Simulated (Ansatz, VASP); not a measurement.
Ni: VASP beside Ansatz

```
CELL_PARAMETERS angstrom
0.00000 1.71365 1.71365
1.71365 0.00000 1.71365
1.71365 1.71365 0.00000
ATOMIC_POSITIONS crystal
Ni 0.00000 0.00000 0.00000
```

Alike in both runs: task relaxation of cell and atoms; functional LDA; k mesh 20 × 20 × 20; occupations gaussian, width 0.1 eV; collinear spin.

|  | VASP | Ansatz |
| --- | --- | --- |
| version | VASP 6.6.1 | Ansatz 0.2.0 |
| potentials or method | VASP PAW LDA potentials, release 64 (Ni), cutoff 600 eV | scalar-relativistic, plane waves, PAW |
| valence electrons in the cell | 10 | 18 |

Ansatz gave:

```
gap on the k mesh at the Fermi level, each at its own relaxed structure (eV) : none
net moment per atom (μB)                                                     : 0.61
size of the moment on the site where the two differ most (μB)                : 0.64
relaxed volume (Å³/atom)                                                     : 10.04
relaxed cell length with the largest relative difference (Å)                 : 2.421
```

Estimate VASP's values.

gap on the k mesh at the Fermi level, each at its own relaxed structure (eV): none; net moment per atom (μB): 0.60; size of the moment on the site where the two differ most (μB): 0.60; relaxed volume (Å³/atom): 10.03; relaxed cell length with the largest relative difference (Å): 2.420.

LDA's correlation is that of Perdew and Zunger in VASP and of Perdew and Wang (1992) in Ansatz. Site moments also hang on the region over which each program counts them. A gap of «none» marks a metal or a gap that the smearing closes. VASP's potentials hold 10 valence electrons a cell and Ansatz's 18, so a difference there can come from the potentials and not from the codes.
